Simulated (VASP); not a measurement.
Write the native input for VASP 6.6.1 that does the following.

- Task: relaxation of cell and atoms
- Functional: PBE
- Potentials or basis: VASP PAW PBE potentials, release 64 (Y_sv, As)
- Cutoff: 600 eV
- k mesh: 4 × 4 × 4
- Occupations: gaussian, width 0.1 eV
- Spin: no spin polarisation
- Dipole correction: no
- Further INCAR settings: ALGO = Normal; EDIFF = 1e-06; IBRION = 2; EDIFFG = -0.04; NSW = 90; ISIF = 3

The structure of YAs2 lies in POSCAR:

```
YAs2
1.0
    6.0866020710      0.0000000000      0.0000000000
    0.0000000000      6.0866020710      0.0000000000
    0.0000000000      0.0000000000      3.9203864885
Y As
2 4
Direct
    0.0000000000      0.0000000000      0.0000000000
    0.5000000000      0.5000000000      0.5000000000
    0.3060000000      0.3060000000      0.0000000000
    0.1940000000      0.8060000000      0.5000000000
    0.6940000000      0.6940000000      0.0000000000
    0.8060000000      0.1940000000      0.5000000000
```

These files were run (other wordings do the same):

INCAR

```
SYSTEM = YAs2
PREC     = Accurate       ! precision mode
ENCUT    = 600            ! plane-wave cutoff, eV
EDIFF    = 1E-6           ! SCF threshold, eV
ISMEAR   = 0              ! smearing method
SIGMA    = 0.1            ! smearing width, eV
LREAL    = .False.        ! projectors in reciprocal space
LASPH    = .True.         ! aspherical terms in the spheres
NELM     = 100            ! most SCF steps
ALGO     = Normal         ! electronic algorithm
ISIF     = 3              ! what is computed and relaxed
LWAVE    = .False.        ! write WAVECAR
LCHARG   = .False.        ! write CHGCAR
GGA      = PE             ! functional
IBRION   = 2              ! ionic algorithm
NSW      = 90             ! ionic steps
EDIFFG   = -0.04          ! ionic threshold
```

KPOINTS

```
Automatic mesh
0
Gamma
  4 4 4
  0 0 0
```

Potentials or basis: VASP PAW PBE potentials, release 64 (Y_sv, As).

Command:

```bash
$ cat potpaw_PBE.64/Y_sv/POTCAR potpaw_PBE.64/As/POTCAR > POTCAR
$ mpirun -np 1 vasp_std > vasp.out
```

It gave:

```json
{
 "Relaxed volume": "31.43 Å³/atom",
 "Relaxed cell": "a = 6.888 Å, b = 6.888 Å, c = 3.975 Å, α = 90.00°, β = 90.00°, γ = 90.00°",
 "Space group after relaxing (to 0.1 Å)": "P4_2/mnm (No. 136)",
 "Energy gained by relaxing": "411.2 meV/atom",
 "Ionic steps": "11",
 "Pressure after relaxing": "-0.1 GPa",
 "Largest force after relaxing": "0.014 eV/Å",
 "Band gap on the k mesh": "zero (bands 21 and 22 overlap by 1.90 eV)"
}
```

Caveat: the k points lie up to 0.40 Å⁻¹ apart in the final cell, too coarse for converged energies and pressures of a metal; the volume moved by over 15 % at a fixed basis, so the end points are rough.

It took 8.4 min on 1 thread of Intel(R) Xeon(R) Platinum 8488C (Sapphire Rapids), on a shared host, peak memory 0.32 GiB.
